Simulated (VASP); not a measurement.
# PbS (P4/nmm) in VASP: further runs

Runs on PbS. Level: PBE. Tasks: single point.

Program: VASP 6.6.1. These are calculated values, not measurements. Logs are shortened: lines on timing, memory, paths and dates and some standing lists are left out, and cuts for length are marked.

## (1) The cell of the first run

The typed cell holds 4 atoms: a = 4.117 Å, b = 4.117 Å, c = 5.823 Å, α = 90.00°, β = 90.00°, γ = 90.00°.

## (2) Single point, PBE (volume scaled by 0.91, then relaxed in part)

The input, INCAR:

```
  PREC = Accurate
  ENCUT = 520
  EDIFF = 1E-6
  ISMEAR = 0
  SIGMA = 0.02
  LREAL = False
  LASPH = True
  NELM = 100
  ALGO = Normal
  ISIF = 2
  LWAVE = False
  LCHARG = False
  GGA = PE
  NBANDS = 28
```

The input, KPOINTS:

```
Automatic mesh
0
Gamma
  8 8 6
```

The input, POSCAR:

```
PbS
1.0
    4.1165959462      0.0000000000      0.0000000000
    0.0000000000      4.1165959462      0.0000000000
    0.0000000000      0.0000000000      5.8231001596
Pb S
2 2
Direct
    0.5000000000      0.0000000000      0.7499564470
    0.0000000000      0.5000000000      0.2500435530
    0.5000000000      0.0000000000      0.2506455148
    0.0000000000      0.5000000000      0.7493544852
```

Potentials or basis: VASP PAW PBE potentials, release 64 (Pb_d, S).

Command:

```console
$ cat potpaw_PBE.64/Pb_d/POTCAR potpaw_PBE.64/S/POTCAR > POTCAR
$ mpirun -np 1 vasp_std > vasp.out
```

OUTCAR:

```text
PREC = Accurate
   ENCUT = 520
   EDIFF = 1E-6
   ISMEAR = 0
   LREAL = False
   LASPH = True
   NELM = 100
   ISIF = 2
   GGA = PE

 ion  position               nearest neighbor table
   1  0.500  0.000  0.750-   3 2.91   4 2.91   4 2.91   4 2.91   4 2.91   3 2.92   2 4.12   2 4.12
                             2 4.12   2 4.12   2 4.12   2 4.12   2 4.12   2 4.12
   2  0.000  0.500  0.250-   4 2.91   3 2.91   3 2.91   3 2.91   3 2.91   4 2.92   1 4.12   1 4.12
                             1 4.12   1 4.12   1 4.12   1 4.12   1 4.12   1 4.12
   3  0.500  0.000  0.251-   1 2.91   2 2.91   2 2.91   2 2.91   2 2.91   1 2.92
   4  0.000  0.500  0.749-   2 2.91   1 2.91   1 2.91   1 2.91   1 2.91   2 2.92

  LATTYP: Found a simple tetragonal cell.
 ALAT       =     4.1165959462
 C/A-ratio  =     1.4145425579

  Lattice vectors:

 A1 = (   4.1165959462,   0.0000000000,   0.0000000000)
 A2 = (   0.0000000000,   4.1165959462,   0.0000000000)
 A3 = (   0.0000000000,   0.0000000000,   5.8231001596)

Analysis of symmetry for initial positions (statically):
=====================================================================
 Subroutine PRICEL returns:
 Original cell was already a primitive cell.

 Routine SETGRP: Setting up the symmetry group for a
 simple tetragonal supercell.

 Subroutine GETGRP returns: Found 16 space group operations
 (whereof  8 operations were pure point group operations)
 out of a pool of 16 trial point group operations.

The static configuration has the point symmetry D_2d.
 The point group associated with its full space group is D_4h.

Analysis of symmetry for dynamics (positions and initial velocities):
=====================================================================
 Subroutine PRICEL returns:
 Original cell was already a primitive cell.

 Routine SETGRP: Setting up the symmetry group for a
 simple tetragonal supercell.

 Subroutine GETGRP returns: Found 16 space group operations
 (whereof  8 operations were pure point group operations)
 out of a pool of 16 trial point group operations.

The dynamic configuration has the point symmetry D_2d.
 The point group associated with its full space group is D_4h.

 Subroutine INISYM returns: Found 16 space group operations
 (whereof  8 operations are pure point group operations),
 and found     1 'primitive' translations

----------------------------------------------------------------------------------------

                                     Primitive cell

  volume of cell :      98.6804

  direct lattice vectors                    reciprocal lattice vectors
     4.116595946  0.000000000  0.000000000     0.242919153  0.000000000  0.000000000
     0.000000000  4.116595946  0.000000000     0.000000000  0.242919153  0.000000000
     0.000000000  0.000000000  5.823100160     0.000000000  0.000000000  0.171729830

  length of vectors
     4.116595946  4.116595946  5.823100160     0.242919153  0.242919153  0.171729830

  position of ions in fractional coordinates (direct lattice)
     0.500000000  0.000000000  0.749956447
     0.000000000  0.500000000  0.250043553
     0.500000000  0.000000000  0.250645515
     0.000000000  0.500000000  0.749354485

  ion indices of the primitive-cell ions
   primitive index   ion index
                 1           1
                 2           2
                 3           3
                 4           4

----------------------------------------------------------------------------------------

 KPOINTS: Automatic mesh

Automatic generation of k-mesh.
 Grid dimensions read from file:
 generate k-points for:    8    8    6

 Generating k-lattice:

  Cartesian coordinates                     Fractional coordinates (reciprocal lattice)
     0.030364894  0.000000000  0.000000000     0.125000000  0.000000000  0.000000000
     0.000000000  0.030364894  0.000000000     0.000000000  0.125000000  0.000000000
     0.000000000  0.000000000  0.028621638     0.000000000  0.000000000  0.166666667

  Length of vectors
     0.030364894  0.030364894  0.028621638

  Shift w.r.t. Gamma in fractional coordinates (k-lattice)
     0.000000000  0.000000000  0.000000000

 Subroutine IBZKPT returns following result:
 ===========================================

 Found     60 irreducible k-points:

 Following reciprocal coordinates:
            Coordinates               Weight
  0.000000  0.000000  0.000000      1.000000
  0.125000  0.000000  0.000000      4.000000
  0.250000  0.000000  0.000000      4.000000
  0.375000  0.000000  0.000000      4.000000
  0.500000  0.000000  0.000000      2.000000
  0.125000  0.125000  0.000000      4.000000
[... 16 lines left out ...]
  0.375000  0.125000  0.166667     16.000000
  0.500000  0.125000  0.166667      8.000000
 [... further k-points ...]
   k-points           NKPTS =     60   k-points in BZ     NKDIM =     60   number of bands    NBANDS=     28
   number of dos      NEDOS =    301   number of ions     NIONS =      4
   total plane-waves  NPLWV =  49152
   dimension x,y,z NGX =    32 NGY =   32 NGZ =   48
   dimension x,y,z NGXF=    64 NGYF=   64 NGZF=   96
   ions per type =               2   2
   NGX,Y,Z   is equivalent  to a cutoff of  12.92, 12.92, 13.70 a.u.
   NGXF,Y,Z  is equivalent  to a cutoff of  25.85, 25.85, 27.41 a.u.
 SYSTEM =  unknown system
   PREC   = accura    normal or accurate (medium, high low for compatibility)
   ISTART =      0    job   : 0-new  1-cont  2-samecut
   ICHARG =      2    charge: 1-file 2-atom 10-const
   ISPIN  =      1    spin polarized calculation?
   LNONCOLLINEAR =      F non collinear calculations
   LSORBIT =      F    spin-orbit coupling
   LASPH  =      T    aspherical Exc in radial PAW
   ENCUT  =  520.0 eV  38.22 Ry    6.18 a.u.   7.65  7.65 10.83*2*pi/ulx,y,z
   NELM   =    100;   NELMIN=  2; NELMDL= -5     # of ELM steps
   EDIFF  = 0.1E-05   stopping-criterion for ELM
   LREAL  =      F    real-space projection
[... 7 lines left out ...]
   TEBEG  =    0.0;   TEEND  =   0.0 temperature during run
   PSTRESS=    0.0 pullay stress
   NELECT =      40.0000    total number of electrons
   NUPDOWN=      -1.0000    fix difference up-down
   EMIN   =  10.00;   EMAX   =-10.00  energy-range for DOS
   EFERMI =   0.00;   METHOD = LEGACY
   ISMEAR =     0;   SIGMA  =   0.02  broadening in eV -4-tet -1-fermi 0-gaus
   EFERMI_NEDOS =   21; number of points for ismear=-14 and -15
   IALGO  =     38    algorithm
   IMIX   =      4    mixing-type and parameters
     AMIX     =   0.40;   BMIX     =  1.00
     AMIX_MAG =   1.60;   BMIX_MAG =  1.00
  volume/ion in A,a.u.               =      24.67       166.48
  Fermi-wavevector in a.u.,A,eV,Ry     =   1.211578  2.289550 19.972269  1.467920
  Thomas-Fermi vector in A             =   2.347089
   LORBIT       =      0    0 simple, 1 ext, 2 COOP (PROOUT), +10 PAW based schemes
   GGA     = PE    functional components
   LHFCALC =     F    Hartree Fock is set to
   AEXX    =    0.0000 exact exchange contribution
   IVDW    =     0    specifies the selected vdW correction
   LEPSILON=     F    determine dielectric tensor
   LRPA    =     F    only Hartree local field effects (RPA)
 non-spin polarized calculation
 Gauss-broadening in eV      SIGMA  =   0.02
  energy-cutoff  :      520.00
  volume of cell :       98.68
 maximum number of plane-waves:      2701
 NGX is ok and might be reduce to    32
   NGX = 15   NGY = 15   NGZ = 21

 number of electron      39.9999999 magnetization

 Free energy of the ion-electron system (eV)
  ---------------------------------------------------
  ext. energy  EPLUGINS =         0.00000000
  ---------------------------------------------------
  free energy    TOTEN  =       -17.36607681 eV

  energy without entropy =      -17.36607681  energy(sigma->0) =      -17.36607681

 E-fermi :   6.7250     XC(G=0):  -9.9474

 val. band max:        6.6539315871   @ k =   0.5000   0.0000   0.5000
 cond. band min:       6.7960260645   @ k =   0.5000   0.0000   0.5000
 fundamental gap:      0.1420944774
 Fermi energy:         6.7249765148

 k-point     1 :       0.0000    0.0000    0.0000
  band No.  band energies     occupation
      1     -10.5396      2.00000
      2     -10.3787      2.00000
      3     -10.3465      2.00000
      4     -10.3465      2.00000
      5     -10.3463      2.00000
      6     -10.3317      2.00000
[... 20 lines left out ...]
     27      12.4823      0.00000
     28      13.1598      0.00000

 k-point     2 :       0.1250    0.0000    0.0000
  band No.  band energies     occupation
      1     -10.5246      2.00000
      2     -10.3711      2.00000
      3     -10.3466      2.00000
      4     -10.3434      2.00000
      5     -10.3429      2.00000
      6     -10.3357      2.00000
[... 20 lines left out ...]
     27      12.3013      0.00000
     28      13.2556      0.00000

 k-point     3 :       0.2500    0.0000    0.0000
  band No.  band energies     occupation
      1     -10.4861      2.00000
      2     -10.3513      2.00000
      3     -10.3480      2.00000
      4     -10.3457      2.00000
      5     -10.3457      2.00000
      6     -10.3345      2.00000
[... 20 lines left out ...]
     27      12.7927      0.00000
     28      13.5484      0.00000

 k-point     4 :       0.3750    0.0000    0.0000
  band No.  band energies     occupation
      1     -10.4388      2.00000
      2     -10.3658      2.00000
      3     -10.3540      2.00000
      4     -10.3421      2.00000
      5     -10.3409      2.00000
      6     -10.3270      2.00000
[... 20 lines left out ...]
     27      14.0395      0.00000
     28      14.3989      0.00000

 k-point     5 :       0.5000    0.0000    0.0000
  band No.  band energies     occupation
      1     -10.3964      2.00000
      2     -10.3964      2.00000
      3     -10.3536      2.00000
      4     -10.3536      2.00000
      5     -10.3297      2.00000
      6     -10.3297      2.00000
[... 20 lines left out ...]
     27      14.7362      0.00000
     28      14.7362      0.00000

 k-point     6 :       0.1250    0.1250    0.0000
  band No.  band energies     occupation
      1     -10.5128      2.00000
      2     -10.3637      2.00000
      3     -10.3512      2.00000
      4     -10.3479      2.00000
      5     -10.3360      2.00000
      6     -10.3358      2.00000
[... 463 lines left out ...]
      5     -10.3405      2.00000
      6     -10.3361      2.00000
[... 20 lines left out ...]
     27      12.9838      0.00000
     28      13.0119      0.00000

 k-point    22 :       0.2500    0.1250    0.1667
  band No.  band energies     occupation
      1     -10.4676      2.00000
      2     -10.3685      2.00000
      3     -10.3497      2.00000
      4     -10.3445      2.00000
      5     -10.3409      2.00000
      6     -10.3323      2.00000
[... 20 lines left out ...]
     27      12.5811      0.00000
     28      13.6201      0.00000

 k-point    23 :       0.3750    0.1250    0.1667
  band No.  band energies     occupation
      1     -10.4380      2.00000
      2     -10.3925      2.00000
      3     -10.3485      2.00000
      4     -10.3483      2.00000
      5     -10.3445      2.00000
      6     -10.3257      2.00000
[... 20 lines left out ...]
     27      12.8280      0.00000
     28      14.6146      0.00000

 k-point    24 :       0.5000    0.1250    0.1667
  band No.  band energies     occupation
      1     -10.4142      2.00000
      2     -10.4142      2.00000
      3     -10.3505      2.00000
      4     -10.3505      2.00000
      5     -10.3391      2.00000
      6     -10.3391      2.00000
[... 20 lines left out ...]
     27      13.6074      0.00000
     28      13.6074      0.00000

 [... further k-points ...]
[... 5 lines left out ...]
  --------------------------------------------------------------------------------------
  -------------------------------------------------------------------------------------
  Total        3.7322750      3.7322750      3.7306497      0.0000000      0.0000000      0.0000000
  in kB       60.5973273     60.5973273     60.5709400      0.0000000      0.0000000      0.0000000
  external PRESSURE =      60.5885316 kB  Pullay stress =       0.0000000 kB

 VOLUME and BASIS-vectors are now :
 -----------------------------------------------------------------------------
  energy-cutoff  :      520.00
  volume of cell :       98.68
      direct lattice vectors                 reciprocal lattice vectors
     4.116595946  0.000000000  0.000000000     0.242919153  0.000000000  0.000000000
     0.000000000  4.116595946  0.000000000     0.000000000  0.242919153  0.000000000
     0.000000000  0.000000000  5.823100160     0.000000000  0.000000000  0.171729830

 POSITION                                       TOTAL-FORCE (eV/Angst)
 -----------------------------------------------------------------------------------
      2.05830      0.00000      4.36707         0.000000     -0.000000      0.003735
      0.00000      2.05830      1.45603         0.000000      0.000000     -0.003735
      2.05830      0.00000      1.45953        -0.000000      0.000000     -0.004567
      0.00000      2.05830      4.36357         0.000000     -0.000000      0.004567
 -----------------------------------------------------------------------------------
    total drift:                                0.000000      0.000000      0.000000

  FREE ENERGIE OF THE ION-ELECTRON SYSTEM (eV)
  ---------------------------------------------------
  free  energy   TOTEN  =       -17.3660768129 eV

  energy  without entropy=      -17.3660768122  energy(sigma->0) =      -17.36607681
```

It took 43 s on 1 thread of Intel Xeon 6975P-C (Granite Rapids), shared host; peak memory 0.29 GiB.

Results:

```
Free energy            : -17.3661 eV
Pressure               : 6.1 GPa
Largest force          : 0.005 eV/Å
Band gap on the k mesh : 0.14 eV
```

Forces in eV/Å, atoms in the order of the input:
```
Pb   0.000  0.000  0.004
Pb   0.000  0.000 -0.004
S    0.000  0.000 -0.005
S    0.000  0.000  0.005
```

Caveat: spin-orbit coupling is left out, which moves the levels of the heavy elements.

## (3) Single point, PBE (volume scaled by 0.94, then relaxed in part)

The input, INCAR:

```
SYSTEM = PbS
PREC = Accurate
ENCUT = 520
EDIFF = 1E-7
ISMEAR = 0
SIGMA = 0.02
LREAL = .FALSE.
LASPH = .TRUE.
NELM = 100
ALGO = Normal
ISIF = 2
LWAVE = .FALSE.
LCHARG = .TRUE.
GGA = PE
LELF = .TRUE.
LVHAR = .TRUE.
NBANDS = 28
```

The input, KPOINTS:

```
regular mesh
0
G
  8 8 6
  0 0 0
```

The input, POSCAR:

```
PbS
1.0
    4.1613450601      0.0000000000      0.0000000000
    0.0000000000      4.1613450601      0.0000000000
    0.0000000000      0.0000000000      5.8863996857
Pb S
2 2
Direct
    0.5000000000      0.0000000000      0.7499564470
    0.0000000000      0.5000000000      0.2500435530
    0.5000000000      0.0000000000      0.2506455148
    0.0000000000      0.5000000000      0.7493544852
```

Potentials or basis: VASP PAW PBE potentials, release 64 (Pb_d, S).

Command:

```console
$ cat potpaw_PBE.64/Pb_d/POTCAR potpaw_PBE.64/S/POTCAR > POTCAR
$ mpirun -np 1 vasp_std > vasp.out
```

Wall time 50 s (1 thread of Intel Xeon 6975P-C (Granite Rapids), shared host); peak memory 0.29 GiB.

Results (log left out):

| Quantity | Value |
| --- | --- |
| Free energy | -17.4660 eV |
| Pressure | 3.7 GPa |
| Largest force | 0.006 eV/Å |
| Band gap on the k mesh | 0.28 eV |

Forces in eV/Å, atoms in the order of the input:
```
Pb   0.000  0.000  0.002
Pb   0.000  0.000 -0.002
S    0.000  0.000 -0.006
S    0.000  0.000  0.006
```

Levels at points of the mesh, in eV from the valence-band top:
```csv
k point,band 16,band 17,band 18,band 19,band 20,band 21,band 22,band 23,band 24,band 25
"(0.00, 0.00, 0.00)",-3.63,-3.63,-2.32,-2.32,-2.32,3.73,5.25,5.26,5.26,5.63
"(0.50, 0.00, 0.00)",-3.90,-2.04,-2.04,-0.86,-0.86,1.38,1.38,2.38,2.38,4.21
"(0.50, 0.50, 0.00)",-5.43,-3.63,-3.63,-3.63,-3.63,3.73,3.73,5.63,5.63,5.74
"(0.00, 0.00, 0.50)",-3.01,-3.00,-3.00,-1.84,-1.81,2.39,2.43,4.61,4.63,4.92
"(0.50, 0.00, 0.50)",-1.91,-1.91,-1.91,0.00,0.00,0.28,0.28,1.88,1.88,1.88
"(0.50, 0.50, 0.50)",-4.64,-4.63,-4.63,-1.11,-1.11,2.15,2.15,4.62,4.62,4.66
```

Caveat: spin-orbit coupling is left out, which moves the levels of the heavy elements. A k mesh can miss the band edges.

(Part 1 of 2 ends here.)
